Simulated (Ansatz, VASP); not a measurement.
# BN: VASP beside Ansatz

INCAR

```
SYSTEM = BN
  PREC = Accurate
  ENCUT = 520
  EDIFF = 1E-6
  ISMEAR = 0
  SIGMA = 0.05
  LREAL = .FALSE.
  LASPH = .TRUE.
  NELM = 60
  ALGO = Normal
  ISIF = 2
  LWAVE = .FALSE.
  LCHARG = .TRUE.
  GGA = PE
  LELF = .TRUE.
  LVHAR = .TRUE.
  NBANDS = 11
```

KPOINTS

```
Automatic mesh
0
G
  12 12 12
  0 0 0
```

POSCAR

```
BN
1.0
   -0.1359295336      1.7172431072      1.8123937807
    1.8123937807     -0.1359295336      1.8123937807
    1.6764642471      1.5813135737      0.0000000000
B N
1 1
Direct
    0.0000000000      0.0000000000      0.0000000000
    0.7500000000      0.7500000000      0.7500000000
```

Input for Ansatz:

```yaml
crystal:
  lattice:
    - [-0.1359295336, 1.7172431072, 1.8123937807]
    - [1.8123937807, -0.1359295336, 1.8123937807]
    - [1.6764642471, 1.5813135737, 0.0]
  atoms:
    - { symbol: B, position: [0.0, 0.0, 0.0] }
    - { symbol: "N", position: [0.75, 0.75, 0.75] }
basis:
  ecutwfc: 520.0
kpoints:
  mp_grid: { grid: [12, 12, 12] }
hamiltonian:
  xc: pbe
scf:
  occupations: { method: gaussian, width: 0.05 }
output:
  forces: true
  stress: true
  eigenvalues: true
  write_density: true
  write_potential: true
  elf: true
  volumetric_format: npy
```

Change from the starting cell: engineering shear strain xz -0.1500, normal strain along z -0.0525.

Alike in both runs: task single point; functional PBE; k mesh 12 × 12 × 12; occupations gaussian, width 0.05 eV; no spin polarisation.

|  | VASP | Ansatz |
| --- | --- | --- |
| version | VASP 6.6.1 | Ansatz 0.2.0 |
| potentials or method | VASP PAW PBE potentials, release 64 (B, N), cutoff 520 eV | scalar-relativistic, plane waves, PAW |
| valence electrons in the cell | 8 | 8 |

VASP gave:

| Property | Result |
| --- | --- |
| gap on the k mesh at the Fermi level (eV) | 3.02 |
| least direct gap on the mesh (eV) | 6.21 |
| pressure (GPa) | 34.7 |
| traceless stress, the component that is largest in VASP (GPa) | 82.86 |
| rms of the force components (eV/Å) | 0.389 |

Question: Estimate Ansatz's values.

Answer: gap on the k mesh at the Fermi level (eV): 3.04; least direct gap on the mesh (eV): 6.21; pressure (GPa): 34.4; traceless stress, the component that is largest in VASP (GPa): 82.42; rms of the force components (eV/Å): 0.376.

Atom by atom the forces differ by 0.013 eV/Å (rms over components). Both programs put the cell under a high pressure, so it lies far from rest at this level.
